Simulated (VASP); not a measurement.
# NiI (P6_3mc) in VASP: a series of runs, part 2 of 2

VASP 6.6.1.

### Step 5. Single point, PBE, collinear spin, ferromagnetic start

This run uses another cell than the first one, of 24.47 Å³/atom, 1.064 times its volume.

Input file INCAR:

```
  PREC = Accurate
  ENCUT = 520
  EDIFF = 1E-6
  ISMEAR = -1
  SIGMA = 0.05
  LREAL = False
  LASPH = True
  NELM = 150
  ALGO = Normal
  ISIF = 2
  LWAVE = False
  LCHARG = False
  ISPIN = 2
  MAGMOM = 0 0 1 1
  LORBIT = 11
  LMAXMIX = 4
  GGA = PE
  NBANDS = 29
```

Input file KPOINTS:

```
Automatic mesh
0
Gamma
  8 8 4
```

Input file POSCAR:

```
NiI
1.0
    4.0555384616      0.0000000000      0.0000000000
   -2.0277692308      3.5121993338      0.0000000000
    0.0000000000      0.0000000000      6.8724920000
I Ni
2 2
Direct
    0.6666666667      0.3333333333      0.5051870000
    0.3333333333      0.6666666667      0.0051870000
    0.6666666667      0.3333333333      0.8698150000
    0.3333333333      0.6666666667      0.3698150000
```

Potentials or basis: VASP PAW PBE potentials, release 64 (I, Ni).

The run is started by

```console
$ cat potpaw_PBE.64/I/POTCAR potpaw_PBE.64/Ni/POTCAR > POTCAR
$ mpirun -np 1 vasp_std > vasp.out
```

OUTCAR:

```text
PREC = Accurate
   ENCUT = 520
   EDIFF = 1E-6
   ISMEAR = -1
   LREAL = False
   LASPH = True
   NELM = 150
   ISIF = 2
   ISPIN = 2
   LORBIT = 11
   GGA = PE

 ion  position               nearest neighbor table
   1  0.667  0.333  0.505-   3 2.51   4 2.52   4 2.52   4 2.52
   2  0.333  0.667  0.005-   4 2.51   3 2.52   3 2.52   3 2.52
   3  0.667  0.333  0.870-   1 2.51   2 2.52   2 2.52   2 2.52
   4  0.333  0.667  0.370-   2 2.51   1 2.52   1 2.52   1 2.52

  LATTYP: Found a hexagonal cell.
 ALAT       =     4.0555384616
 C/A-ratio  =     1.6945942111

  Lattice vectors:

 A1 = (   4.0555384616,   0.0000000000,   0.0000000000)
 A2 = (  -2.0277692308,   3.5121993338,   0.0000000000)
 A3 = (   0.0000000000,   0.0000000000,   6.8724920000)

Analysis of symmetry for initial positions (statically):
=====================================================================
 Subroutine PRICEL returns:
 Original cell was already a primitive cell.

 Routine SETGRP: Setting up the symmetry group for a
 hexagonal supercell.

 Subroutine GETGRP returns: Found 12 space group operations
 (whereof  6 operations were pure point group operations)
 out of a pool of 24 trial point group operations.

The static configuration has the point symmetry C_3v.
 The point group associated with its full space group is C_6v.

Analysis of symmetry for dynamics (positions and initial velocities):
=====================================================================
 Subroutine PRICEL returns:
 Original cell was already a primitive cell.

 Routine SETGRP: Setting up the symmetry group for a
 hexagonal supercell.

 Subroutine GETGRP returns: Found 12 space group operations
 (whereof  6 operations were pure point group operations)
 out of a pool of 24 trial point group operations.

The dynamic configuration has the point symmetry C_3v.
 The point group associated with its full space group is C_6v.

Analysis of structural, dynamic, and magnetic symmetry:
=====================================================================
 Subroutine PRICEL returns:
 Original cell was already a primitive cell.

[... 156 lines left out ...]

  energy without entropy =      -13.44512873  energy(sigma->0) =      -13.46586908

 E-fermi :   6.0241     XC(G=0):  -9.6075

 val. band max:        6.0233052566   @ k =   0.5000   0.0000   0.0000
 cond. band min:       6.0302715697   @ k =   0.2500   0.0000   0.2500
 fundamental gap:      0.0069663130
 Fermi energy:         6.0241499501

 spin component 1

 k-point     1 :       0.0000    0.0000    0.0000
  band No.  band energies     occupation
      1      -8.7082      1.00000
      2      -8.0352      1.00000
      3      -0.2635      1.00000
      4       2.0011      1.00000
      5       2.2086      1.00000
      6       2.2086      1.00000
[... 757 lines left out ...]
     28      15.6138      0.00000
     29      16.7338      0.00000

 [... further k-points ...]

 spin component 2

 k-point     1 :       0.0000    0.0000    0.0000
  band No.  band energies     occupation
      1      -8.6739      1.00000
      2      -7.9998      1.00000
      3      -0.2300      1.00000
      4       2.0972      1.00000
      5       2.3255      1.00000
      6       2.3255      1.00000
[... 757 lines left out ...]
     28      15.6532      0.00000
     29      16.7760      0.00000

 [... further k-points ...]
[... 5 lines left out ...]
  --------------------------------------------------------------------------------------
  -------------------------------------------------------------------------------------
  Total        0.3766254      0.3766254      0.3562949      0.0000000      0.0000000     -0.0000000
  in kB        6.1642212      6.1642212      5.8314732      0.0000000      0.0000000     -0.0000000
  external PRESSURE =       6.0533052 kB  Pullay stress =       0.0000000 kB

 VOLUME and BASIS-vectors are now :
 -----------------------------------------------------------------------------
  energy-cutoff  :      520.00
  volume of cell :       97.89
      direct lattice vectors                 reciprocal lattice vectors
     4.055538462  0.000000000  0.000000000     0.246576382  0.142360940  0.000000000
    -2.027769231  3.512199334  0.000000000     0.000000000  0.284721881  0.000000000
     0.000000000  0.000000000  6.872492000     0.000000000  0.000000000  0.145507627

 POSITION                                       TOTAL-FORCE (eV/Angst)
 -----------------------------------------------------------------------------------
      2.02777      1.17073      3.47189         0.000000     -0.000000     -0.022243
     -0.00000      2.34147      0.03565        -0.000000      0.000000     -0.022243
      2.02777      1.17073      5.97780        -0.000000      0.000000      0.022243
     -0.00000      2.34147      2.54155        -0.000000      0.000000      0.022243
 -----------------------------------------------------------------------------------
    total drift:                               -0.000000     -0.000000      0.000502

  FREE ENERGIE OF THE ION-ELECTRON SYSTEM (eV)
  ---------------------------------------------------
  free  energy   TOTEN  =       -13.4866094254 eV

  energy  without entropy=      -13.4451287301  energy(sigma->0) =      -13.46586908

 total charge

# of ion       s       p       d       tot
------------------------------------------
    1        1.493   2.718   0.099   4.310
    2        1.493   2.718   0.099   4.310
    3        0.377   0.365   8.502   9.245
    4        0.377   0.365   8.502   9.245
--------------------------------------------------
tot          3.741   6.167  17.202  27.110

 magnetization (x)

# of ion       s       p       d       tot
------------------------------------------
    1        0.003   0.034  -0.001   0.035
    2        0.003   0.034  -0.001   0.035
    3        0.001   0.008   0.252   0.262
    4        0.001   0.008   0.252   0.262
--------------------------------------------------
tot          0.008   0.084   0.502   0.594
```

Wall time 3.7 min (1 thread of Oxide Virtual Turin-like, shared host); peak memory 0.29 GiB.

What came out:

```
Free energy                                           : -13.4866 eV
Pressure                                              : 0.6 GPa
Largest force                                         : 0.022 eV/Å
Net moment                                            : 0.63 μB per cell
Site moments                                          : I +0.04; Ni +0.26 μB
Valence electrons inside the program's atomic spheres : I 4.31; Ni 9.24
```

Forces on the atoms (eV/Å):
```
I    0.000  0.000 -0.022
I    0.000  0.000 -0.022
Ni   0.000  0.000  0.022
Ni   0.000  0.000  0.022
```

Levels at points of the mesh, in eV from the Fermi level:
Spin up:
| k point | band 15 | band 16 | band 17 | band 18 | band 19 | band 20 | band 21 | band 22 |
| --- | --- | --- | --- | --- | --- | --- | --- | --- |
| (0.00, 0.00, 0.00) | -0.09 | 0.73 | 0.82 | 0.82 | 1.88 | 2.91 | 4.98 | 5.24 |
| (0.50, 0.00, 0.00) | -1.03 | -1.01 | -0.39 | 0.00 | 3.20 | 3.46 | 4.27 | 5.63 |
| (0.00, 0.00, 0.50) | 0.31 | 0.31 | 0.31 | 0.31 | 3.10 | 3.10 | 5.67 | 5.67 |
| (0.50, 0.00, 0.50) | -0.67 | -0.67 | -0.56 | -0.56 | 2.89 | 2.89 | 4.35 | 4.35 |
Spin down:
```csv
k point,band 15,band 16,band 17,band 18,band 19,band 20
"(0.00, 0.00, 0.00)",0.13,0.93,1.06,1.06,1.92,2.97
"(0.50, 0.00, 0.00)",-0.77,-0.76,-0.18,0.23,3.27,3.51
"(0.00, 0.00, 0.50)",0.54,0.54,0.54,0.54,3.14,3.14
"(0.50, 0.00, 0.50)",-0.45,-0.45,-0.31,-0.31,2.96,2.96
```

Caveat: spin-orbit coupling is left out, which moves the levels of the heavy elements; semilocal functionals often make such compounds metallic where correlation or magnetic order opens a gap, which also shifts bond lengths.

### Step 6. Single point, PBE, collinear spin, ferromagnetic start

This run uses another cell than the first one, of 24.47 Å³/atom, 1.064 times its volume.

Input file INCAR:

```
SYSTEM = NiI
ALGO = Normal
EDIFF = 1E-7
ENCUT = 520
GGA = PE
ISIF = 2
ISMEAR = -1
ISPIN = 2
LASPH = .TRUE.
LCHARG = .FALSE.
LMAXMIX = 4
LORBIT = 11
LREAL = .FALSE.
LWAVE = .FALSE.
MAGMOM = 0 0 1 1
NBANDS = 29
NELM = 150
PREC = Accurate
SIGMA = 0.05
```

Input file KPOINTS:

```
k-points
0
G
  8 8 4
  0 0 0
```

POSCAR is that of step 5.

Potentials or basis: VASP PAW PBE potentials, release 64 (I, Ni).

The run is started by

```console
$ cat potpaw_PBE.64/I/POTCAR potpaw_PBE.64/Ni/POTCAR > POTCAR
$ mpirun -np 1 vasp_std > vasp.out
```

Wall time 4.3 min (1 thread of Oxide Virtual Turin-like, shared host); peak memory 0.28 GiB.

Results (log left out):

```
Free energy                                           : -13.4866 eV
Pressure                                              : 0.6 GPa
Largest force                                         : 0.022 eV/Å
Net moment                                            : 0.63 μB per cell
Site moments                                          : I +0.04; Ni +0.26 μB
Valence electrons inside the program's atomic spheres : I 4.31; Ni 9.24
```

Forces on the atoms (eV/Å):
```
I    0.000  0.000 -0.022
I    0.000  0.000 -0.022
Ni   0.000  0.000  0.022
Ni   0.000  0.000  0.022
```

Levels at points of the mesh, in eV from the Fermi level:
Spin up:
| k point | band 14 | band 15 | band 16 | band 17 | band 18 | band 19 | band 20 | band 21 | band 22 | band 23 |
| --- | --- | --- | --- | --- | --- | --- | --- | --- | --- | --- |
| (0.00, 0.00, 0.00) | -0.08 | -0.08 | 0.73 | 0.82 | 0.82 | 1.88 | 2.91 | 4.98 | 5.24 | 5.24 |
| (0.50, 0.00, 0.00) | -1.18 | -1.03 | -1.01 | -0.38 | 0.00 | 3.20 | 3.46 | 4.28 | 5.64 | 6.39 |
| (0.00, 0.00, 0.50) | -0.71 | 0.32 | 0.32 | 0.32 | 0.32 | 3.10 | 3.10 | 5.67 | 5.67 | 5.67 |
| (0.50, 0.00, 0.50) | -1.25 | -0.67 | -0.67 | -0.56 | -0.56 | 2.89 | 2.89 | 4.35 | 4.35 | 7.41 |
Spin down:
```
           k point  band 14  band 15  band 16  band 17  band 18  band 19  band 20  band 21
(0.00, 0.00, 0.00)     0.13     0.13     0.93     1.06     1.06     1.92     2.97     5.01
(0.50, 0.00, 0.00)    -0.99    -0.77    -0.76    -0.18     0.23     3.27     3.51     4.35
(0.00, 0.00, 0.50)    -0.48     0.54     0.54     0.54     0.54     3.13     3.13     5.72
(0.50, 0.00, 0.50)    -1.04    -0.45    -0.45    -0.31    -0.31     2.96     2.96     4.41
```

Caveat: spin-orbit coupling is left out, which moves the levels of the heavy elements; semilocal functionals often make such compounds metallic where correlation or magnetic order opens a gap, which also shifts bond lengths.

### Step 7. Summary

```csv
cell,gap on the mesh (eV),pressure (GPa),moment (μB),largest force (eV/Å)
"a = 3.973, b = 3.973, c = 6.732 Å, angles 90.0, 90.0, 120.0°, 4 atoms",none,4.6,0.00,0.01
"a = 4.001, b = 4.001, c = 6.780 Å, angles 90.0, 90.0, 120.0°, 4 atoms",none,3.0,0.26,-
"a = 4.028, b = 4.028, c = 6.826 Å, angles 90.0, 90.0, 120.0°, 4 atoms",none,1.7,0.39,0.01
"a = 4.056, b = 4.056, c = 6.872 Å, angles 90.0, 90.0, 120.0°, 4 atoms",none,0.6,0.63,0.02
```

Alike in all rows: task single point; level PBE; potentials or basis VASP PAW PBE potentials, release 64 (I, Ni); spin collinear, ferromagnetic start; k mesh 8 × 8 × 4; cutoff (eV) 520; smearing fermi-dirac 0.05 eV.

Caveats: spin-orbit coupling is left out, which moves the levels of the heavy elements; semilocal functionals often make such compounds metallic where correlation or magnetic order opens a gap, which also shifts bond lengths.

Absolute energies hang on the potentials; compare differences alone.
